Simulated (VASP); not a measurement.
The system is Rb2YbSn2.

```
CELL_PARAMETERS angstrom
0.00000 5.23873 0.00000
5.23873 0.00000 0.00000
2.61937 2.61937 -5.99697
ATOMIC_POSITIONS crystal
Rb 0.75000 0.25000 0.50000
Rb 0.25000 0.75000 0.50000
Yb 0.00000 0.00000 0.00000
Sn 0.37500 0.37500 0.25000
Sn 0.62500 0.62500 0.75000
```

Base run:

```yaml
Program: VASP 6.6.1
Functional: r2SCAN
Potentials_or_basis: VASP PAW PBE potentials, release 64 (Rb_sv, Yb, Sn_d)
Cutoff: 520 eV
k_mesh: 4 × 4 × 4
Occupations: fermi-dirac, width 0.1 eV
Spin: no spin polarisation
```

Its results: band gap on the k mesh zero (band 35 reaches 4.08 eV, above the bottom of band 36 at 3.49 eV); pressure 9.7 GPa; largest force 3.932 eV/Å.

The run is repeated on the same cell with these changes: further incar settings from ALGO = Normal; EDIFF = 1e-06; NBANDS = 43 to ALGO = Normal; EDIFF = 1e-07; NBANDS = 43. What comes out?

Band gap on the k mesh zero (band 35 reaches 4.08 eV, above the bottom of band 36 at 3.49 eV); pressure 10.2 GPa; largest force 3.932 eV/Å.

Caveats: the PAW data sets were made with another functional, which shifts forces and pressure a little; spin-orbit coupling is left out, which moves the levels of the heavy elements; without U or exact exchange the open f shell lies at the Fermi level, which spoils levels, moments and volumes.
